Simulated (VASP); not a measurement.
**AlNi3: single point with PBE**

Crystal: AlNi3.

```
Al Ni
1.0
     0.00000    2.86425    2.86425
     2.86425    0.00000    2.86425
     2.86425    2.86425    0.00000
Al Ni
1 3
Direct
  0.50000 0.50000 0.50000
  0.25000 0.25000 0.25000
  0.00000 0.00000 0.00000
  0.75000 0.75000 0.75000
```

This cell differs from its parent crystal: volume scaled by 1.03.

| Item | Value |
| --- | --- |
| Program | VASP 6.6.1 |
| Task | single point |
| Functional | PBE |
| Potentials or basis | VASP PAW PBE potentials, release 64 (Al, Ni) |
| Cutoff | 520 eV |
| k mesh | 14 × 14 × 14 |
| Occupations | gaussian, width 0.1 eV |
| Spin | no spin polarisation |
| Dipole correction | no |
| Further INCAR settings | ALGO = Fast; EDIFF = 1e-07; NBANDS = 24 |

The pressure is -4.9 GPa.

Levels at points of the mesh, in eV from the Fermi level:
| k point | band 13 | band 14 | band 15 | band 16 | band 17 | band 18 | band 19 | band 20 |
| --- | --- | --- | --- | --- | --- | --- | --- | --- |
| (0.00, 0.00, 0.00) | -0.52 | -0.52 | -0.48 | -0.48 | 5.27 | 5.27 | 5.27 | 5.57 |
| (0.50, 0.00, 0.00) | -0.59 | -0.59 | -0.44 | -0.44 | -0.14 | 4.20 | 4.20 | 4.50 |
| (0.50, 0.50, 0.00) | -0.96 | -0.68 | -0.54 | -0.36 | -0.32 | -0.32 | -0.05 | 3.98 |

Wall time 67 s on 1 thread of Intel(R) Xeon(R) 6975P-C (Granite Rapids), with other jobs on the host, peak memory 0.23 GiB.

 Spin polarisation is off, so any magnetic state and its effect on volume and gap are missing.
